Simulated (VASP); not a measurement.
Sc2GaSbAs2:

```
Sc Ga Sb As
1.0
    -2.16124    2.16124    6.06358
     2.16124   -2.16124    6.06358
     2.16124    2.16124   -6.06358
Sc Ga Sb As
2 1 1 2
Direct
  0.75000 0.25000 0.50000
  0.25000 0.75000 0.50000
  0.00000 0.00000 0.00000
  0.50000 0.50000 0.00000
  0.35303 0.35303 0.00000
  0.64697 0.64697 0.00000
```

The cell was generated, and may not be a known phase.

```yaml
Program: VASP 6.6.1
Task: relaxation of cell and atoms
Functional: PBE
Potentials_or_basis: VASP PAW PBE potentials, release 64 (Sc_sv, Ga_d, Sb, As)
Cutoff: 600 eV
k_mesh: 6 × 6 × 6
Occupations: gaussian, width 0.1 eV
Spin: no spin polarisation
```

At the start: pressure 81.0 GPa; volume 18.88 Å³/atom.

Problem. How do energy, volume and symmetry change on relaxing?

Solution. Over 36 steps the energy falls by 3598.6 meV/atom and the volume is 25.71 Å³/atom (+36.2 %); space group I4/mmm (No. 139, to 0.1 Å) before and after.

Step by step:
```csv
step,energy change (eV),largest force (eV/Å),pressure (GPa),volume (Å³)
1,0.0000,33.9640,80.98,113.29
2,-16.6858,0.5132,-6.12,308.77
3,-17.6351,1.1912,-0.99,283.78
4,-17.7036,1.3071,0.70,275.49
5,-17.6601,1.3377,2.70,265.29
6,-17.6169,1.3238,3.38,261.69
7,-18.2682,0.2022,-3.53,299.44
8,-18.4395,0.5265,-1.81,286.33
9,-18.6948,0.5738,-1.03,270.73
10,-18.9227,0.6595,-0.28,248.43
11,-19.4220,0.9173,0.88,205.24
12,-19.9235,1.0233,20.12,124.34
13,-19.5211,0.9483,2.05,190.80
14,-20.3195,0.7769,5.39,156.95
15,-20.6367,0.6472,9.69,140.49
16,-20.7132,0.5400,9.96,139.11
17,-20.8114,0.0626,11.38,134.89
18,-20.9215,0.0279,10.29,136.32
19,-21.1915,0.0673,7.28,140.67
20,-21.4908,0.2182,2.29,149.62
21,-21.3346,0.4057,-4.24,168.59
22,-21.5367,0.2973,-0.42,156.05
23,-21.5374,0.2893,-0.16,155.37
24,-21.5373,0.2846,0.02,154.94
25,-21.5391,0.2845,0.02,154.88
26,-21.5445,0.2836,0.05,154.69
27,-21.5537,0.2824,0.11,154.31
28,-21.5665,0.2797,0.25,153.55
29,-21.5663,0.2329,0.61,151.97
30,-21.5711,0.2697,0.43,152.79
31,-21.5770,0.2240,0.31,153.11
32,-21.5879,0.1032,-0.02,154.05
33,-21.5855,0.0763,-0.52,155.95
34,-21.5904,0.0141,-0.28,154.90
35,-21.5904,0.0225,-0.24,154.81
36,-21.5916,0.0055,0.00,154.27
```

Final structure:
```
CELL_PARAMETERS angstrom
-2.63056 2.63056 5.57333
2.63056 -2.63056 5.57333
2.63056 2.63056 -5.57333
ATOMIC_POSITIONS crystal
Sc 0.75000 0.25000 0.50000
Sc 0.25000 0.75000 0.50000
Ga 0.00000 0.00000 0.00000
Sb 0.50000 0.50000 0.00000
As 0.22628 0.22628 0.00000
As 0.77372 0.77372 0.00000
```

Caveat: the volume moved by over 15 % at a fixed basis, so the end points are rough.
